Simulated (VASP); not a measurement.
AlCrC4N4, 10 atoms in the cell. It takes space group P-43m (No. 215, cubic). The conventional cell has a = 5.955 Å, b = 5.955 Å, c = 5.955 Å, α = 90.00°, β = 90.00°, γ = 90.00°. Within 2.6 Å of Al (site symmetry -43m) lie 4 C at 1.97 Å. Within 2.7 Å of Cr (site symmetry -43m) lie 4 N at 2.02 Å. Within 1.6 Å of C (site symmetry 3m) lie 1 N at 1.17 Å. N (site symmetry 3m) has 1 C at 1.17 Å within 1.6 Å. 

| Property | Result |
| --- | --- |
| Program | VASP 6.6.1 |
| Task | single point |
| Functional | PBE |
| Potentials or basis | VASP PAW PBE potentials, release 64 (Al, Cr_pv, C, N) |
| Cutoff | 520 eV |
| k mesh | 6 × 6 × 6 |
| Occupations | gaussian, width 0.02 eV |
| Spin | collinear spin, ferromagnetic start |
| Starting moments | [0.0, 3.3, 0.0, 0.0, 0.0, 0.0, 0.0, 0.0, 0.0, 0.0] μB |
| Dipole correction | no |
| Further INCAR settings | ALGO = Normal; EDIFF = 1e-06; NBANDS = 40 |

Potentials or basis: VASP PAW PBE potentials, release 64 (Al, Cr_pv, C, N).

The run is started by

```console
$ cat potpaw_PBE.64/Al/POTCAR potpaw_PBE.64/Cr_pv/POTCAR potpaw_PBE.64/C/POTCAR potpaw_PBE.64/N/POTCAR > POTCAR
$ mpirun -np 1 vasp_std > vasp.out
```

Hardware: 1 thread of Intel(R) Xeon(R) Platinum 8259CL CPU @ 2.50GHz (Skylake/Cascade Lake), on a shared host.

Question: How long does it take, and how much memory?

Answer: Run time: 7.9 min on 1 thread of Intel(R) Xeon(R) Platinum 8259CL CPU @ 2.50GHz (Skylake/Cascade Lake) (shared host), peak memory 0.54 GiB. Counts: scf iterations 18, k points 20.
